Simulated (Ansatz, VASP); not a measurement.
## Two plane-wave programs on LiNbO3

```
Li Nb O
1.0
     2.61156    1.50778    4.59827
    -2.61156    1.50778    4.59827
     0.00000   -3.01557    4.59827
Li Nb O
2 2 6
Direct
  0.28441 0.28441 0.28441
  0.78441 0.78441 0.78441
  0.00445 0.00445 0.00445
  0.50445 0.50445 0.50445
  0.11603 0.36106 0.72525
  0.72525 0.11603 0.36106
  0.36106 0.72525 0.11603
  0.86106 0.61603 0.22525
  0.22525 0.86106 0.61603
  0.61603 0.22525 0.86106
```

Alike in both runs: functional PBE; k mesh 6 × 6 × 6; occupations gaussian, width 0.05 eV; no spin polarisation.

Ansatz relaxed the structure, and its values are those at the end. VASP's run is a single point on that final structure, the one shown.

```csv
,VASP,Ansatz
version,VASP 6.6.1,Ansatz 0.2.0
potentials or method,"VASP PAW PBE potentials, release 64 (Li_sv, Nb_sv, O), cutoff 520 eV","scalar-relativistic, plane waves, PAW"
valence electrons in the cell,68,68
```

|  | VASP | Ansatz | Ansatz less VASP |
| --- | --- | --- | --- |
| gap on the k mesh at the Fermi level (eV) | 3.54 | 3.56 | +0.013 |
| least direct gap on the mesh (eV) | 3.57 | 3.58 | +0.012 |
| rms of the force components (eV/Å) | 0.008 | 0.001 | -0.0069 |

Ansatz's warnings: stress scf threshold loose.

Noted on VASP's run: the cutoff is under 1.25 times that of the potentials, so the pressure is a little rough.
